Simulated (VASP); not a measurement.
# Rb (P6_3/mmc) in VASP: a series of runs

The runs below take Rb through single point, relaxation of shape and atoms at fixed volume, with PBE.

All numbers are computed with VASP 6.6.1; they aren't measurements. Logs are shortened: lines on timing, memory, paths and dates and some standing lists are left out, and cuts for length are marked.

**1. The cell of the first run**

Symmetry: P6_3/mmc, No. 194, hexagonal system. Conventional cell: a = 5.042 Å, b = 5.042 Å, c = 8.319 Å, α = 90.00°, β = 90.00°, γ = 120.00°.

This isn't the form of Rb at room conditions, which is bcc.

**2. Single point, PBE (91.57 Å³/atom)**

INCAR

```
PREC = Accurate
ENCUT = 520
EDIFF = 1E-6
ISMEAR = -1
SIGMA = 0.08
LREAL = False
LASPH = True
NELM = 60
ALGO = Normal
ISIF = 2
LWAVE = False
LCHARG = False
GGA = PE
NBANDS = 16
```

KPOINTS

```
Automatic mesh
0
Gamma
  9 9 5
```

POSCAR

```
Rb
1.0
    5.0419373083      0.0000000000      0.0000000000
   -2.5209686541      4.3664457933      0.0000000000
    0.0000000000      0.0000000000      8.3185565893
Rb
2
Direct
    0.3333333333      0.6666666667      0.2500000000
    0.6666666667      0.3333333333      0.7500000000
```

Potentials or basis: VASP PAW PBE potentials, release 64 (Rb_sv).

Launch:

```sh
cat potpaw_PBE.64/Rb_sv/POTCAR > POTCAR
mpirun -np 1 vasp_std > vasp.out
```

OUTCAR:

```text
PREC = Accurate
   ENCUT = 520
   EDIFF = 1E-6
   ISMEAR = -1
   LREAL = False
   LASPH = True
   NELM = 60
   ISIF = 2
   GGA = PE

 ion  position               nearest neighbor table
   1  0.333  0.667  0.250-   2 5.08   2 5.08   2 5.08   2 5.08   2 5.08   2 5.08
   2  0.667  0.333  0.750-   1 5.08   1 5.08   1 5.08   1 5.08   1 5.08   1 5.08

  LATTYP: Found a hexagonal cell.
 ALAT       =     5.0419373083
 C/A-ratio  =     1.6498730707

  Lattice vectors:

 A1 = (   5.0419373083,   0.0000000000,   0.0000000000)
 A2 = (  -2.5209686541,   4.3664457933,   0.0000000000)
 A3 = (   0.0000000000,   0.0000000000,   8.3185565893)

Analysis of symmetry for initial positions (statically):
=====================================================================
 Subroutine PRICEL returns:
 Original cell was already a primitive cell.

 Routine SETGRP: Setting up the symmetry group for a
 hexagonal supercell.

 Subroutine GETGRP returns: Found 24 space group operations
 (whereof 12 operations were pure point group operations)
 out of a pool of 24 trial point group operations.

The static configuration has the point symmetry D_3d.
 The point group associated with its full space group is D_6h.

Analysis of symmetry for dynamics (positions and initial velocities):
=====================================================================
 Subroutine PRICEL returns:
 Original cell was already a primitive cell.

 Routine SETGRP: Setting up the symmetry group for a
 hexagonal supercell.

 Subroutine GETGRP returns: Found 24 space group operations
 (whereof 12 operations were pure point group operations)
 out of a pool of 24 trial point group operations.

The dynamic configuration has the point symmetry D_3d.
 The point group associated with its full space group is D_6h.

 Subroutine INISYM returns: Found 24 space group operations
 (whereof 12 operations are pure point group operations),
 and found     1 'primitive' translations

----------------------------------------------------------------------------------------

                                     Primitive cell

  volume of cell :     183.1359

  direct lattice vectors                    reciprocal lattice vectors
     5.041937308  0.000000000  0.000000000     0.198336461  0.114509609  0.000000000
    -2.520968654  4.366445793  0.000000000     0.000000000  0.229019218  0.000000000
     0.000000000  0.000000000  8.318556589     0.000000000  0.000000000  0.120213163

  length of vectors
     5.041937308  5.041937308  8.318556589     0.229019218  0.229019218  0.120213163

  position of ions in fractional coordinates (direct lattice)
     0.333333333  0.666666667  0.250000000
     0.666666667  0.333333333  0.750000000

  ion indices of the primitive-cell ions
   primitive index   ion index
                 1           1
                 2           2

----------------------------------------------------------------------------------------

 KPOINTS: Automatic mesh

Automatic generation of k-mesh.
 Grid dimensions read from file:
 generate k-points for:    9    9    5

 Generating k-lattice:

  Cartesian coordinates                     Fractional coordinates (reciprocal lattice)
     0.022037385  0.012723290  0.000000000     0.111111111  0.000000000  0.000000000
     0.000000000  0.025446580  0.000000000     0.000000000  0.111111111  0.000000000
     0.000000000  0.000000000  0.024042633     0.000000000  0.000000000  0.200000000

  Length of vectors
     0.025446580  0.025446580  0.024042633

  Shift w.r.t. Gamma in fractional coordinates (k-lattice)
     0.000000000  0.000000000  0.000000000

 Subroutine IBZKPT returns following result:
 ===========================================

 Found     36 irreducible k-points:

 Following reciprocal coordinates:
            Coordinates               Weight
  0.000000  0.000000  0.000000      1.000000
  0.111111 -0.000000  0.000000      6.000000
  0.222222 -0.000000  0.000000      6.000000
  0.333333  0.000000  0.000000      6.000000
  0.444444 -0.000000  0.000000      6.000000
  0.111111  0.111111  0.000000      6.000000
[... 16 lines left out ...]
  0.333333  0.222222  0.200000     24.000000
  0.333333  0.333333  0.200000      4.000000
 [... further k-points ...]
   k-points           NKPTS =     36   k-points in BZ     NKDIM =     36   number of bands    NBANDS=     16
   number of dos      NEDOS =    301   number of ions     NIONS =      2
   total plane-waves  NPLWV = 102400
   dimension x,y,z NGX =    40 NGY =   40 NGZ =   64
   dimension x,y,z NGXF=    80 NGYF=   80 NGZF=  128
   ions per type =               2
   NGX,Y,Z   is equivalent  to a cutoff of  13.19, 13.19, 12.79 a.u.
   NGXF,Y,Z  is equivalent  to a cutoff of  26.38, 26.38, 25.58 a.u.
 SYSTEM =  unknown system
   PREC   = accura    normal or accurate (medium, high low for compatibility)
   ISTART =      0    job   : 0-new  1-cont  2-samecut
   ICHARG =      2    charge: 1-file 2-atom 10-const
   ISPIN  =      1    spin polarized calculation?
   LNONCOLLINEAR =      F non collinear calculations
   LSORBIT =      F    spin-orbit coupling
   LASPH  =      T    aspherical Exc in radial PAW
   ENCUT  =  520.0 eV  38.22 Ry    6.18 a.u.   9.37  9.37 15.47*2*pi/ulx,y,z
   NELM   =     60;   NELMIN=  2; NELMDL= -5     # of ELM steps
   EDIFF  = 0.1E-05   stopping-criterion for ELM
   LREAL  =      F    real-space projection
   EDIFFG = 0.1E-04   stopping-criterion for IOM
   NSW    =      0    number of steps for IOM
   IBRION =     -1    ionic relax: 0-MD 1-quasi-New 2-CG
   NFREE  =      0    steps in history (QN), initial steepest desc. (CG)
   ISIF   =      2    stress and relaxation
   ISYM   =      2    0-nonsym 1-usesym 2-fastsym
   POTIM  = 0.5000    time-step for ionic-motion
   TEBEG  =    0.0;   TEEND  =   0.0 temperature during run
   PSTRESS=    0.0 pullay stress
   NELECT =      18.0000    total number of electrons
   NUPDOWN=      -1.0000    fix difference up-down
   EMIN   =  10.00;   EMAX   =-10.00  energy-range for DOS
   EFERMI =   0.00;   METHOD = LEGACY
   ISMEAR =    -1;   SIGMA  =   0.08  broadening in eV -4-tet -1-fermi 0-gaus
   EFERMI_NEDOS =   21; number of points for ismear=-14 and -15
   IALGO  =     38    algorithm
   IMIX   =      4    mixing-type and parameters
     AMIX     =   0.40;   BMIX     =  1.00
     AMIX_MAG =   1.60;   BMIX_MAG =  1.00
  volume/ion in A,a.u.               =      91.57       617.93
  Fermi-wavevector in a.u.,A,eV,Ry     =   0.755512  1.427710  7.766176  0.570798
  Thomas-Fermi vector in A             =   1.853423
   LORBIT       =      0    0 simple, 1 ext, 2 COOP (PROOUT), +10 PAW based schemes
   GGA     = PE    functional components
   LHFCALC =     F    Hartree Fock is set to
   AEXX    =    0.0000 exact exchange contribution
   IVDW    =     0    specifies the selected vdW correction
   LEPSILON=     F    determine dielectric tensor
   LRPA    =     F    only Hartree local field effects (RPA)
 non-spin polarized calculation
  energy-cutoff  :      520.00
  volume of cell :      183.14
 maximum number of plane-waves:      4957
 NGX is ok and might be reduce to    40
   NGX = 19   NGY = 19   NGZ = 31

 number of electron      18.0000000 magnetization

 Free energy of the ion-electron system (eV)
  ---------------------------------------------------
  ext. energy  EPLUGINS =         0.00000000
  ---------------------------------------------------
  free energy    TOTEN  =        -1.89530253 eV

  energy without entropy =       -1.86047408  energy(sigma->0) =       -1.87788830

 E-fermi :   0.0042     XC(G=0):  -5.4502

 val. band max:       -0.0931634126   @ k =   0.1111   0.1111   0.2000
 cond. band min:       0.0049400492   @ k =   0.2222  -0.0000   0.2000
 fundamental gap:      0.0981034618
 Fermi energy:         0.0041895138

 k-point     1 :       0.0000    0.0000    0.0000
  band No.  band energies     occupation
      1     -28.9017      2.00000
      2     -28.8982      2.00000
      3     -13.0358      2.00000
      4     -12.9575      2.00000
      5     -12.9575      2.00000
      6     -12.9460      2.00000
[... 8 lines left out ...]
     15       3.8726      0.00000
     16       3.8726      0.00000

 k-point     2 :       0.1111   -0.0000    0.0000
  band No.  band energies     occupation
      1     -28.9013      2.00000
      2     -28.8980      2.00000
      3     -13.0322      2.00000
      4     -12.9660      2.00000
      5     -12.9602      2.00000
      6     -12.9543      2.00000
[... 8 lines left out ...]
     15       3.7468      0.00000
     16       3.9941      0.00000

 k-point     3 :       0.2222   -0.0000    0.0000
  band No.  band energies     occupation
      1     -28.9003      2.00000
      2     -28.8975      2.00000
      3     -13.0224      2.00000
      4     -12.9876      2.00000
      5     -12.9760      2.00000
      6     -12.9666      2.00000
[... 8 lines left out ...]
     15       3.8054      0.00000
     16       3.8354      0.00000

 k-point     4 :       0.3333    0.0000    0.0000
  band No.  band energies     occupation
      1     -28.8990      2.00000
      2     -28.8970      2.00000
      3     -13.0124      2.00000
      4     -13.0092      2.00000
      5     -12.9999      2.00000
      6     -12.9738      2.00000
[... 8 lines left out ...]
     15       3.5652      0.00000
     16       4.1481      0.00000

 k-point     5 :       0.4444   -0.0000    0.0000
  band No.  band energies     occupation
      1     -28.8981      2.00000
      2     -28.8968      2.00000
      3     -13.0286      2.00000
      4     -13.0151      2.00000
      5     -12.9976      2.00000
      6     -12.9783      2.00000
[... 8 lines left out ...]
     15       3.4214      0.00000
     16       4.3855      0.00000

 k-point     6 :       0.1111    0.1111    0.0000
  band No.  band energies     occupation
      1     -28.9006      2.00000
      2     -28.8977      2.00000
      3     -13.0255      2.00000
      4     -12.9790      2.00000
      5     -12.9730      2.00000
      6     -12.9618      2.00000
[... 8 lines left out ...]
     15       3.7943      0.00000
     16       3.8206      0.00000

 k-point     7 :       0.2222    0.1111    0.0000
  band No.  band energies     occupation
      1     -28.8994      2.00000
      2     -28.8972      2.00000
      3     -13.0139      2.00000
      4     -13.0002      2.00000
      5     -12.9929      2.00000
      6     -12.9714      2.00000
[... 8 lines left out ...]
     15       3.4145      0.00000
     16       3.9859      0.00000

 k-point     8 :       0.3333    0.1111    0.0000
  band No.  band energies     occupation
      1     -28.8983      2.00000
      2     -28.8969      2.00000
      3     -13.0203      2.00000
      4     -13.0085      2.00000
      5     -13.0008      2.00000
      6     -12.9803      2.00000
[... 8 lines left out ...]
     15       3.2027      0.00000
     16       3.8461      0.00000

 k-point     9 :       0.4444    0.1111    0.0000
  band No.  band energies     occupation
      1     -28.8978      2.00000
      2     -28.8968      2.00000
      3     -13.0282      2.00000
      4     -13.0146      2.00000
      5     -12.9935      2.00000
      6     -12.9838      2.00000
[... 8 lines left out ...]
     15       3.1326      0.00000
     16       3.6636      0.00000
[... 172 lines left out ...]
 k-point    19 :       0.2222    0.1111    0.2000
  band No.  band energies     occupation
      1     -28.8992      2.00000
      2     -28.8974      2.00000
      3     -13.0158      2.00000
      4     -12.9979      2.00000
      5     -12.9904      2.00000
      6     -12.9716      2.00000
[... 8 lines left out ...]
     15       3.3101      0.00000
     16       4.0024      0.00000

 k-point    20 :       0.3333    0.1111    0.2000
  band No.  band energies     occupation
      1     -28.8982      2.00000
      2     -28.8970      2.00000
      3     -13.0247      2.00000
      4     -13.0139      2.00000
      5     -12.9915      2.00000
      6     -12.9786      2.00000
[... 8 lines left out ...]
     15       3.1252      0.00000
     16       3.9592      0.00000

 k-point    21 :       0.4444    0.1111    0.2000
  band No.  band energies     occupation
      1     -28.8977      2.00000
      2     -28.8969      2.00000
      3     -13.0314      2.00000
      4     -13.0198      2.00000
      5     -12.9893      2.00000
      6     -12.9792      2.00000
[... 8 lines left out ...]
     15       3.1137      0.00000
     16       3.8674      0.00000

 k-point    22 :       0.2222    0.2222    0.2000
  band No.  band energies     occupation
      1     -28.8983      2.00000
      2     -28.8970      2.00000
      3     -13.0165      2.00000
      4     -13.0123      2.00000
      5     -12.9895      2.00000
      6     -12.9834      2.00000
[... 8 lines left out ...]
     15       2.6110      0.00000
     16       4.0530      0.00000

 k-point    23 :       0.3333    0.2222    0.2000
  band No.  band energies     occupation
      1     -28.8975      2.00000
      2     -28.8969      2.00000
      3     -13.0220      2.00000
      4     -13.0142      2.00000
      5     -12.9963      2.00000
      6     -12.9833      2.00000
[... 8 lines left out ...]
     15       2.7436      0.00000
     16       3.7248      0.00000

 k-point    24 :       0.3333    0.3333    0.2000
  band No.  band energies     occupation
      1     -28.8971      2.00000
      2     -28.8971      2.00000
      3     -13.0125      2.00000
      4     -13.0097      2.00000
      5     -13.0097      2.00000
      6     -12.9915      2.00000
[... 8 lines left out ...]
     15       2.9192      0.00000
     16       3.8538      0.00000

 [... further k-points ...]

------------------------ aborting loop because EDIFF is reached ----------------------------------------

  FORCE on cell =-STRESS in cart. coord.  units (eV):
  Direction    XX          YY          ZZ          XY          YZ          ZX
  --------------------------------------------------------------------------------------
  -------------------------------------------------------------------------------------
  Total       -0.0039803     -0.0039803     -0.0039999     -0.0000000      0.0000000     -0.0000000
  in kB       -0.0348220     -0.0348220     -0.0349930     -0.0000000      0.0000000     -0.0000000
  external PRESSURE =      -0.0348790 kB  Pullay stress =       0.0000000 kB

 VOLUME and BASIS-vectors are now :
 -----------------------------------------------------------------------------
  energy-cutoff  :      520.00
  volume of cell :      183.14
      direct lattice vectors                 reciprocal lattice vectors
     5.041937308  0.000000000  0.000000000     0.198336461  0.114509609  0.000000000
    -2.520968654  4.366445793  0.000000000     0.000000000  0.229019218  0.000000000
     0.000000000  0.000000000  8.318556589     0.000000000  0.000000000  0.120213163

 POSITION                                       TOTAL-FORCE (eV/Angst)
 -----------------------------------------------------------------------------------
     -0.00000      2.91096      2.07964         0.000000      0.000000      0.000000
      2.52097      1.45548      6.23892        -0.000000      0.000000      0.000000
 -----------------------------------------------------------------------------------
    total drift:                               -0.000000      0.000000     -0.000000

  FREE ENERGIE OF THE ION-ELECTRON SYSTEM (eV)
  ---------------------------------------------------
  free  energy   TOTEN  =        -1.8953025260 eV

  energy  without entropy=       -1.8604740811  energy(sigma->0) =       -1.87788830
```

Run time: 62 s. Hardware: 1 thread of AMD EPYC 9755, shared host; peak memory 0.29 GiB.

Results:

| Quantity | Value |
| --- | --- |
| Free energy | -1.8953 eV |
| Pressure | 0.0 GPa |
| Band gap on the k mesh | zero (bands 9 and 10 overlap by 2.00 eV) |

[end of part 1 of 2]

The gap in the log of VASP goes by the Fermi energy; the results here count the filled bands.